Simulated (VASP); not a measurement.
Runs of VASP 6.6.1 on BN. The structure is that of space group F-43m (No. 216), or close to it. The cells are those of the table. 

```csv
level,potentials or basis,cell,cutoff (eV),smearing,second run,gap on the mesh (eV),pressure (GPa)
r2SCAN,"VASP PAW PBE potentials, release 64 (B, N)","a = 2.602, b = 2.602, c = 2.552 Å, angles 60.6, 60.6, 58.7°, 2 atoms",520,gaussian 0.01 eV,-,4.60,-12.8
PBE,"VASP PAW PBE potentials, release 64 (B, N)","a = 2.552, b = 2.586, c = 2.586 Å, angles 59.1, 60.4, 60.4°, 2 atoms",520,fermi-dirac 0.02 eV,-,(a),-4.8
r2SCAN,"VASP PAW PBE potentials, release 64 (B_h, N_h)","a = 2.552, b = 2.586, c = 2.586 Å, angles 59.1, 60.4, 60.4°, 2 atoms",910,gaussian 0.01 eV,hard_potentials,4.73,(b)
PBE,"VASP PAW PBE potentials, release 64 (B, N)","a = 2.602, b = 2.602, c = 2.552 Å, angles 60.6, 60.6, 58.7°, 2 atoms",520,fermi-dirac 0.02 eV,-,4.09,-8.7
r2SCAN,"VASP PAW PBE potentials, release 64 (B_h, N_h)","a = 2.602, b = 2.602, c = 2.552 Å, angles 60.6, 60.6, 58.7°, 2 atoms",910,gaussian 0.01 eV,hard_potentials,4.61,-14.2
```

Alike in all rows: task single point; no spin polarisation; k mesh 12 × 12 × 12.

Q: Fill in the values left out.

A: (a) 4.20; (b) -10.3.

Caveats: the PAW data sets were made with another functional, which shifts forces and pressure a little (some runs); the cutoff is under 1.25 times the usual one of these potentials, so pressure, stress and relaxed cells hold a basis-set (Pulay) error (some runs).

A k mesh can miss the band edges.
